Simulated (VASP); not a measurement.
Wanted: the native input for a VASP 6.6.1 run.

| Property | Result |
| --- | --- |
| Task | single point |
| Functional | PBE |
| Dispersion | D3(BJ) |
| Potentials or basis | VASP PAW PBE potentials, release 64 (Na_pv, Cl) |
| Cutoff | 520 eV |
| k mesh | 4 × 4 × 4 |
| Occupations | gaussian, width 0.1 eV |
| Spin | no spin polarisation |
| Dipole correction | no |
| Further INCAR settings | ALGO = Normal; EDIFF = 1e-06; NBANDS = 22 |

The structure of NaCl lies in POSCAR:

```
NaCl
1.0
    4.5795615343      0.0000000000      0.0000000000
    0.0000000000      5.5772229718      0.0000000000
   -2.0934105244      0.0000000000      4.1422927297
Na Cl
2 2
Direct
    0.3303002175      0.7500000000      0.1727299337
    0.6696997825      0.2500000000      0.8272700663
    0.6713427262      0.7500000000      0.8241100717
    0.3286572738      0.2500000000      0.1758899283
```

These files were run (other wordings do the same):

INCAR

```
SYSTEM = NaCl
PREC     = Accurate       ! precision mode
ENCUT    = 520            ! plane-wave cutoff, eV
EDIFF    = 1E-6           ! SCF threshold, eV
ISMEAR   = 0              ! smearing method
SIGMA    = 0.1            ! smearing width, eV
LREAL    = .FALSE.        ! projectors in reciprocal space
LASPH    = .TRUE.         ! aspherical terms in the spheres
NELM     = 80             ! most SCF steps
ALGO     = Normal         ! electronic algorithm
ISIF     = 2              ! what is computed and relaxed
LWAVE    = .FALSE.        ! write WAVECAR
LCHARG   = .FALSE.        ! write CHGCAR
GGA      = PE             ! functional
IVDW     = 12             ! dispersion correction
NBANDS   = 22             ! bands
```

KPOINTS

```
regular mesh
0
G
  4 4 4
  0 0 0
```

Potentials or basis: VASP PAW PBE potentials, release 64 (Na_pv, Cl).

Run with:

```bash
$ cat potpaw_PBE.64/Na_pv/POTCAR potpaw_PBE.64/Cl/POTCAR > POTCAR
$ mpirun -np 1 vasp_std > vasp.out
```

It gave:

```yaml
Pressure: 0.0 GPa
Band_gap_on_the_k_mesh: 4.86 eV, direct
Dispersion_energy_per_atom: -0.176 eV
```

Run time: 35 s on 1 thread of Intel(R) Xeon(R) Platinum 8375C CPU @ 2.90GHz (Ice Lake) (shared host), peak memory 0.24 GiB.
